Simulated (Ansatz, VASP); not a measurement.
# V: VASP beside Ansatz

```
CELL_PARAMETERS angstrom
2.60429 0.00000 0.00000
-1.30215 2.25538 0.00000
0.00000 0.00000 4.72334
ATOMIC_POSITIONS crystal
V 0.33333 0.66667 0.25000
V 0.66667 0.33333 0.75000
```

Alike in both runs: functional LDA; k mesh 12 × 12 × 6; occupations fermi-dirac, width 0.05 eV; collinear spin.

|  | VASP | Ansatz |
| --- | --- | --- |
| version | VASP 6.6.1 | Ansatz 0.2.0 |
| potentials or method | VASP PAW LDA potentials, release 64 (V_sv), cutoff 520 eV | all-electron LAPW, scalar-relativistic |
| task | single point | band structure |

Ansatz gave:

* gap on the k mesh at the Fermi level (eV): none
* pressure (GPa): -12.9
* traceless stress, the component that is largest in VASP (GPa): 1.19
* net moment per atom (μB): 0.00

Task: Estimate VASP's values.

Result: gap on the k mesh at the Fermi level (eV): none; pressure (GPa): -12.6; traceless stress, the component that is largest in VASP (GPa): 1.15; net moment per atom (μB): 0.00.

LDA's correlation is that of Perdew and Zunger in VASP and of Perdew and Wang (1992) in Ansatz. A gap of «none» marks a metal or a gap that the smearing closes. Ansatz ran all-electron here, and VASP with PAW potentials.
